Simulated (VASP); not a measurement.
Set up this calculation in VASP 6.6.1, as the native input.

- Task: single point
- Functional: PBE
- Potentials or basis: VASP PAW PBE potentials, release 64 (N, O, Sc_sv, In_d)
- Cutoff: 520 eV
- k mesh: 2 × 2 × 2, shifted
- Occupations: gaussian, width 0.1 eV
- Spin: no spin polarisation
- Dipole correction: no
- Further INCAR settings: LREAL = Auto; ALGO = Normal; EDIFF = 1e-06; NBANDS = 85; ISYM = 0

The structure of Sc3In5N4O4 lies in POSCAR:

```
Sc3In5N4O4
1.0
    0.2395415654     -0.1631011243     -5.7690665972
    3.4793417277      6.1138825606      0.0265172023
    3.7647083684     -6.2786390680     -0.3222475299
N O Sc In
4 4 3 5
Direct
    0.6367817938      0.1643026862      0.3305095676
    0.6619301333      0.6706660113      0.3233430876
    0.5507161793      0.6512983139      0.8262768150
    0.1746705690      0.3575195269      0.1904211832
    0.4364053121      0.1447881909      0.7851404722
    0.1091585458      0.3409155865      0.6390076970
    0.0993997144      0.8012271264      0.6394006203
    0.2085217003      0.8930154426      0.2872349504
    0.0266351258      0.6736709211      0.3383563597
    0.4621488442      0.3253283479      0.6395413490
    0.5403252537      0.8334765915      0.1673146825
    1.0101215765      0.1677644383      0.3179250946
    0.0262535488      0.1851210480      0.8681171956
    0.9701681085      0.6796983360      0.8601683668
    0.5561313155      0.3195592188      0.1351455799
    0.4870185199      0.7975251739      0.6379386677
```

One way to write it, as run:

INCAR

```
SYSTEM = Sc3In5N4O4
ALGO = Normal ; EDIFF = 1E-6
ENCUT = 520 ; GGA = PE
ISIF = 2 ; ISMEAR = 0
ISYM = 0 ; LASPH = .TRUE.
LCHARG = .FALSE. ; LREAL = Auto
LWAVE = .FALSE. ; NBANDS = 85
NELM = 80 ; PREC = Accurate
SIGMA = 0.1
```

KPOINTS

```
Automatic mesh
0
Gamma
  2 2 2
  0.5 0.5 0.5
```

Potentials or basis: VASP PAW PBE potentials, release 64 (N, O, Sc_sv, In_d).

Command:

```bash
$ cat potpaw_PBE.64/N/POTCAR potpaw_PBE.64/O/POTCAR potpaw_PBE.64/Sc_sv/POTCAR potpaw_PBE.64/In_d/POTCAR > POTCAR
$ mpirun -np 1 vasp_std > vasp.out
```

It gave:

The pressure is 0.4 GPa and the largest force is 0.070 eV/Å. The band gap on the k mesh is 1.53 eV (least direct gap 1.57 eV).

Caveat: the k points lie up to 0.55 Å⁻¹ apart; spin-orbit coupling is left out, which moves the levels of the heavy elements; a shifted mesh leaves out Γ, where band edges can lie.

It took 6.7 min on 1 thread of Intel Xeon 8259CL, with other jobs on the host, peak memory 0.37 GiB.
